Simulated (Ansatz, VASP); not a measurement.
Be3S5: VASP beside Ansatz

```xyz
8
Lattice="5.5582 0.0000 0.0000 -2.7791 4.8136 0.0000 0.0000 0.0000 5.6601" Properties=species:S:1:pos:R:3 pbc="T T T"
Be    2.7791    0.0000    2.8301
Be   -1.3896    2.4068    2.8301
Be    1.3896    2.4068    2.8301
S     0.0000    3.2090    1.3949
S     2.7791    1.6045    1.3949
S     2.7791    1.6045    4.2652
S     0.0000    3.2090    4.2652
S     0.0000    0.0000    2.8301
```

Alike in both runs: functional PBE; k mesh 4 × 4 × 3; occupations gaussian, width 0.2 eV; no spin polarisation.

Ansatz relaxed the structure, and its values are those at the end. VASP's run is a single point on that final structure, the one shown.

|  | VASP | Ansatz |
| --- | --- | --- |
| version | VASP 6.6.1 | Ansatz 0.2.0 |
| potentials or method | VASP PAW PBE potentials, release 64 (Be, S), cutoff 600 eV | scalar-relativistic, plane waves, PAW |
| valence electrons in the cell | 36 | 36 |

Ansatz gave:

* gap on the k mesh at the Fermi level (eV): none
* pressure (GPa): -0.3
* rms of the force components (eV/Å): 0.009

Estimate VASP's values.

gap on the k mesh at the Fermi level (eV): none; pressure (GPa): -0.3; rms of the force components (eV/Å): 0.011.

A gap of «none» marks a metal or a gap that the smearing closes.

The k mesh is coarse, so the values compare programs but aren't converged.
